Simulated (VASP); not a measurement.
# KF: relaxation of cell and atoms with PBE

The system is KF.

```
K F
1.0
     3.27520   -0.02773    0.02917
    -0.02773    3.24306   -0.00782
     0.02917   -0.00782    3.25860
K F
1 1
Direct
  0.00156 0.99654 0.99918
  0.49844 0.50346 0.50082
```

* Program: VASP 6.6.1
* Task: relaxation of cell and atoms
* Functional: PBE
* Potentials or basis: VASP PAW PBE potentials, release 64 (K_sv, F)
* Cutoff: 600 eV
* k mesh: 8 × 8 × 8
* Occupations: gaussian, width 0.05 eV
* Spin: no spin polarisation
* Dipole correction: no
* Further INCAR settings: ALGO = Normal; EDIFF = 1e-06; IBRION = 2; EDIFFG = -0.01; NSW = 100; ISIF = 3

```json
{"Relaxed volume": "17.27 Å³/atom", "Relaxed cell": "a = 3.256 Å, b = 3.259 Å, c = 3.257 Å, α = 90.25°, β = 89.38°, γ = 90.62°", "Space group after relaxing (to 0.1 Å)": "Pm-3m (No. 221)", "Energy gained by relaxing": "0.4 meV/atom", "Ionic steps": "5", "Pressure after relaxing": "0.0 GPa", "Largest force after relaxing": "0.009 eV/Å", "Band gap on the k mesh": "6.27 eV (least direct gap 6.32 eV)"}
```

Forces on the atoms (eV/Å):
```
K   -0.004  0.008  0.002
F    0.004 -0.008 -0.002
```

Stress tensor (GPa, compression positive):
```
 0.07  0.05 -0.05
 0.05 -0.01  0.01
-0.05  0.01  0.03
```

Step by step:
```csv
step,energy change (eV),largest force (eV/Å),pressure (GPa),volume (Å³)
1,0.0000,0.0193,0.02,34.61
2,-0.0004,0.0176,-0.01,34.62
3,-0.0006,0.0155,-0.03,34.63
4,-0.0007,0.0138,-0.01,34.61
5,-0.0008,0.0092,0.03,34.55
```

Final structure:
```
K F
1.0
     3.25552   -0.01778    0.01769
    -0.01748    3.25857   -0.00696
     0.01752   -0.00701    3.25706
K F
1 1
Direct
  0.00083 0.99841 0.99977
  0.49917 0.50159 0.50023
```

Levels at points of the mesh, in eV from the valence-band top:
```tsv
k point	band 6	band 7	band 8	band 9	band 10	band 11
(0.00, 0.00, 0.00)	-0.06	-0.05	-0.05	6.27	8.29	8.29
(0.50, 0.00, 0.00)	-1.22	-0.17	-0.16	9.29	9.37	10.88
(0.00, 0.50, 0.00)	-1.22	-0.18	-0.15	9.28	9.36	10.88
(0.50, 0.50, 0.00)	-0.62	-0.61	0.00	8.47	8.98	11.85
(0.00, 0.00, 0.50)	-1.22	-0.18	-0.15	9.29	9.36	10.88
(0.50, 0.00, 0.50)	-0.62	-0.61	0.00	8.47	8.98	11.84
(0.00, 0.50, 0.50)	-0.62	-0.61	0.00	8.47	8.98	11.87
(0.50, 0.50, 0.50)	-1.04	-1.03	-1.03	10.35	10.45	10.50
```

Wall time 110 s on 1 thread of Intel(R) Xeon(R) 6975P-C (Granite Rapids) (shared host), peak memory 0.27 GiB.

A k mesh can miss the band edges.
